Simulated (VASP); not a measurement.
Ge: relaxation of cell and atoms with PBEsol

The system is Ge.

```
Ge
1.0
     0.00000    2.56743    2.56743
     2.56743    0.00000    2.56743
     2.56743    2.56743    0.00000
Ge
2
Direct
  0.50000 0.50000 0.50000
  0.75000 0.75000 0.75000
```

```
Program                : VASP 6.6.1
Task                   : relaxation of cell and atoms
Functional             : PBEsol
Potentials or basis    : VASP PAW PBE potentials, release 64 (Ge_d)
Cutoff                 : 600 eV
k mesh                 : 14 × 14 × 14
Occupations            : gaussian, width 0.1 eV
Spin                   : no spin polarisation
Target pressure        : 50 GPa
Dipole correction      : no
Further INCAR settings : ALGO = Normal; EDIFF = 1e-06; IBRION = 2; EDIFFG = -0.008; NSW = 70; ISIF = 3
```

```
Relaxed volume                                             : 16.30 Å³/atom
Relaxed cell                                               : a = 3.586 Å, b = 3.586 Å, c = 3.586 Å, α = 60.00°, β = 60.00°, γ = 60.00°
Space group after relaxing (to 0.1 Å)                      : Fd-3m (No. 227)
Energy change on relaxing (the run minimises the enthalpy) : +174.7 meV/atom
Ionic steps                                                : 7
Pressure after relaxing                                    : 50.0 GPa
Band gap on the k mesh                                     : zero (bands 14 and 15 overlap by 0.15 eV)
```

The path:
```csv
step,energy change (eV),largest force (eV/Å),pressure (GPa),volume (Å³)
1,0.0000,0.0000,40.91,33.85
2,1.6652,0.0000,82.31,29.36
3,0.3390,0.0000,49.55,32.64
4,0.3549,0.0000,50.16,32.59
5,0.3472,0.0000,49.67,32.61
6,0.3487,0.0000,49.89,32.61
7,0.3495,0.0000,49.98,32.61
```

Final structure:
```
Ge
1.0
     0.00000    2.53569    2.53569
     2.53569    0.00000    2.53569
     2.53569    2.53569    0.00000
Ge
2
Direct
  0.50000 0.50000 0.50000
  0.75000 0.75000 0.75000
```

Levels at points of the mesh, in eV from the Fermi level:
| k point | band 10 | band 11 | band 12 | band 13 | band 14 | band 15 | band 16 | band 17 | band 18 |
| --- | --- | --- | --- | --- | --- | --- | --- | --- | --- |
| (0.00, 0.00, 0.00) | -24.90 | -15.73 | 0.10 | 0.10 | 0.10 | 2.66 | 2.66 | 2.66 | 3.40 |
| (0.50, 0.00, 0.00) | -24.87 | -12.65 | -9.62 | -1.92 | -1.92 | 1.41 | 3.81 | 3.81 | 6.95 |
| (0.50, 0.50, 0.00) | -24.84 | -10.41 | -10.41 | -4.39 | -4.39 | 0.13 | 0.13 | 12.54 | 12.54 |

Wall time 2.2 min on 1 thread of Intel(R) Xeon(R) 6975P-C (Granite Rapids), on a shared host, peak memory 0.21 GiB.

Caveat: the cell is relaxed towards a set pressure, so the run minimises the enthalpy, not the energy; semilocal functionals underestimate gaps, so a narrow gap can read as zero; the PAW data sets were made with another functional, which shifts forces and pressure a little.
